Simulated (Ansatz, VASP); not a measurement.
**Ti: VASP beside Ansatz**

```
Ti
1.0
     0.49432    2.30279    2.30279
     2.30279    0.49432    2.30279
     2.30279    2.30279    0.49432
Ti
1
Direct
  0.00000 0.00000 0.00000
```

Alike in both runs: task single point; functional PBEsol; k mesh 28 × 28 × 28; occupations gaussian, width 0.15 eV; no spin polarisation.

|  | VASP | Ansatz |
| --- | --- | --- |
| version | VASP 6.6.1 | Ansatz 0.2.0 |
| potentials or method | VASP PAW PBE potentials, release 64 (Ti_sv), cutoff 520 eV | scalar-relativistic, plane waves, PAW |
| valence electrons in the cell | 12 | 12 |

```csv
,VASP,Ansatz,Ansatz less VASP
gap on the k mesh at the Fermi level (eV),none,none,-
pressure (GPa),2.1,2.3,+0.22
"traceless stress, the component that is largest in VASP (GPa)",-11.25,-11.29,-0.033
```

VASP's potentials were made for PBE, not for PBEsol. A gap of «none» marks a metal or a gap that the smearing closes.
